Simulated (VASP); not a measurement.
**SnO2: single point with PBE**

Crystal: SnO2.

```
CELL_PARAMETERS angstrom
4.80921 0.00000 0.00000
0.00000 5.85148 0.00000
0.00000 0.00000 5.32622
ATOMIC_POSITIONS crystal
Sn 0.50000 0.66435 0.75000
Sn 0.00000 0.83565 0.25000
Sn 0.50000 0.33565 0.25000
Sn 0.00000 0.16435 0.75000
O 0.72929 0.60805 0.07853
O 0.22929 0.89195 0.92147
O 0.77071 0.89195 0.57853
O 0.27071 0.60805 0.42147
O 0.72929 0.39195 0.57853
O 0.22929 0.10805 0.42147
O 0.77071 0.10805 0.07853
O 0.27071 0.39195 0.92147
```

```yaml
Program: VASP 6.6.1
Task: single point
Functional: PBE
Potentials_or_basis: VASP PAW PBE potentials, release 64 (Sn_d, O)
Cutoff: 600 eV
k_mesh: 6 × 6 × 6
Occupations: gaussian, width 0.02 eV
Spin: no spin polarisation
```

```json
{"Pressure": "-1.7 GPa", "Largest force": "0.020 eV/Å", "Band gap on the k mesh": "0.85 eV (least direct gap 0.88 eV)"}
```

Forces in eV/Å, atoms in the order of the input:
```
Sn   0.000  0.020  0.000
Sn   0.000 -0.020  0.000
Sn   0.000 -0.020  0.000
Sn   0.000  0.020  0.000
O    0.013 -0.001  0.005
O    0.013  0.001 -0.005
O   -0.013  0.001  0.005
O   -0.013 -0.001 -0.005
O    0.013  0.001  0.005
O    0.013 -0.001 -0.005
O   -0.013 -0.001  0.005
O   -0.013  0.001 -0.005
```

Stress tensor (GPa, compression positive):
```
-1.70  0.00  0.00
 0.00 -1.68  0.00
 0.00  0.00 -1.58
```

Levels at points of the mesh, in eV from the valence-band top:
```
           k point  band 48  band 49  band 50  band 51  band 52  band 53  band 54  band 55  band 56  band 57
(0.00, 0.00, 0.00)    -0.61    -0.57    -0.14    -0.11    -0.02     0.85     5.62     5.74     6.53     6.53
(0.50, 0.00, 0.00)    -0.83    -0.25    -0.25    -0.05    -0.05     4.05     4.05     4.79     4.79     8.11
(0.00, 0.50, 0.00)    -1.02    -0.84    -0.84    -0.09    -0.09     3.57     3.57     6.35     6.35     8.38
(0.50, 0.50, 0.00)    -0.65    -0.56    -0.56    -0.16    -0.16     4.45     4.45     5.56     5.56     8.25
(0.00, 0.00, 0.50)    -0.69    -0.22    -0.22    -0.18    -0.18     3.94     3.94     5.71     5.71     7.41
(0.50, 0.00, 0.50)    -0.83    -0.22    -0.22    -0.22    -0.22     4.50     4.50     4.50     4.50     7.95
(0.00, 0.50, 0.50)    -1.11    -0.29    -0.29    -0.29    -0.29     5.01     5.01     5.01     5.01     8.41
(0.50, 0.50, 0.50)    -1.04    -0.33    -0.33    -0.33    -0.33     4.91     4.91     4.91     4.91     8.29
```

Wall time 5 min on 1 thread of Intel(R) Xeon(R) 6975P-C (Granite Rapids) (shared host), peak memory 0.65 GiB.

Caveat: spin-orbit coupling is left out, which moves the levels of the heavy elements. A k mesh can miss the band edges.
